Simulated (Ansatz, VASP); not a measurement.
# BeS in VASP and in Ansatz

POSCAR

```
BeS
1.0
    0.0000000000      2.4099631659      2.4099631659
    2.4099631659      0.0000000000      2.4099631659
    2.4099631659      2.4099631659      0.0000000000
Be S
1 1
Direct
    0.0000000000      0.0000000000      0.0000000000
    0.2500000000      0.2500000000      0.2500000000
```

Contents of INCAR.step1:

```
PREC = Accurate ; ENCUT = 520
ISMEAR = 0 ; SIGMA = 0.01
LREAL = F ; LASPH = T
NELM = 100 ; NBANDS = 11
GGA = PE ; ALGO = Normal
EDIFF = 1E-4 ; LWAVE = T
LCHARG = F
```

INCAR.step2

```
PREC = Accurate ; ENCUT = 520
EDIFF = 1E-6 ; ISMEAR = 0
SIGMA = 0.01 ; LREAL = F
LASPH = T ; NELM = 100
ALGO = Normal ; ISIF = 2
LWAVE = F ; LCHARG = F
METAGGA = R2SCAN ; LMIXTAU = T
NBANDS = 11 ; ISTART = 1
```

File KPOINTS:

```
Automatic mesh
0
Gamma
  10 10 10
```

Input for Ansatz:

```yaml
crystal:
  lattice:
    - [0.0, 2.4099631659, 2.4099631659]
    - [2.4099631659, 0.0, 2.4099631659]
    - [2.4099631659, 2.4099631659, 0.0]
  atoms:
    - { symbol: Be, position: [0.0, 0.0, 0.0] }
    - { symbol: S, position: [0.25, 0.25, 0.25] }
kpoints:
  mp_grid: { grid: [10, 10, 10] }
  band_path:
    path:
      - [0.0, 0.0, 0.0]
      - [-0.5, -0.5, 0.0]
      - [-0.375, -0.375, 0.25]
      - [-0.375, 0.0, 0.375]
      - [0.0, 0.0, 0.5]
      - [-0.5, -0.25, 0.25]
      - [-0.0375, 0.0, 0.0375]
    npoints: 1
hamiltonian:
  xc: r2scan
scf:
  occupations: { method: fixed }
  n_extra_bands: 4
output:
  forces: true
  stress: true
  eigenvalues: true
```

Change from the starting cell: hydrostatic strain -1.0%.

Alike in both runs: task single point; functional r2SCAN; k mesh 10 × 10 × 10; no spin polarisation.

|  | VASP | Ansatz |
| --- | --- | --- |
| version | VASP 6.6.1 | Ansatz 0.2.0 |
| potentials or method | VASP PAW PBE potentials, release 64 (Be, S) | plane waves, PAW |
| plane-wave cutoff (eV) | 520 | 500 |
| occupations | gaussian, width 0.01 eV | fixed |
| valence electrons in the cell | 8 | 8 |

Ansatz gave:

```
gap on the k mesh at the Fermi level (eV) : 3.52
pressure (GPa)                            : 3.1
```

Problem. Estimate VASP's values.

Solution. gap on the k mesh at the Fermi level (eV): 3.53; pressure (GPa): 3.4.

VASP's potentials were made for PBE, not for r2SCAN.
